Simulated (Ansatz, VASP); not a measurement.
## One calculation of Ca2C, two programs

```
C Ca
1.0
    -0.20379    3.08560    3.08560
     3.08560   -0.20379    3.08560
     3.08560    3.08560   -0.20379
C Ca
1 2
Direct
  0.00000 0.00000 0.00000
  0.25073 0.25073 0.25073
  0.74927 0.74927 0.74927
```

Change from the starting cell: epitaxial_111 strain +5.1%.

Alike in both runs: task single point; functional r2SCAN; k mesh 8 × 8 × 8; no spin polarisation.

|  | VASP | Ansatz |
| --- | --- | --- |
| version | VASP 6.6.1 | Ansatz 0.2.0 |
| potentials or method | VASP PAW PBE potentials, release 64 (C, Ca_sv) | plane waves, PAW |
| plane-wave cutoff (eV) | 520 | 500 |
| occupations | gaussian, width 0.01 eV | fixed |
| valence electrons in the cell | 24 | 24 |

```csv
,VASP,Ansatz,Ansatz less VASP
gap on the k mesh at the Fermi level (eV),0.36,0.37,+0.011
pressure (GPa),-2.0,-2.4,-0.34
"traceless stress, the component that is largest in VASP (GPa)",1.24,1.18,-0.052
rms of the force components (eV/Å),0.010,0.001,-0.0089
```

VASP's potentials were made for PBE, not for r2SCAN. Atom by atom the forces differ by 0.009 eV/Å (rms over components).
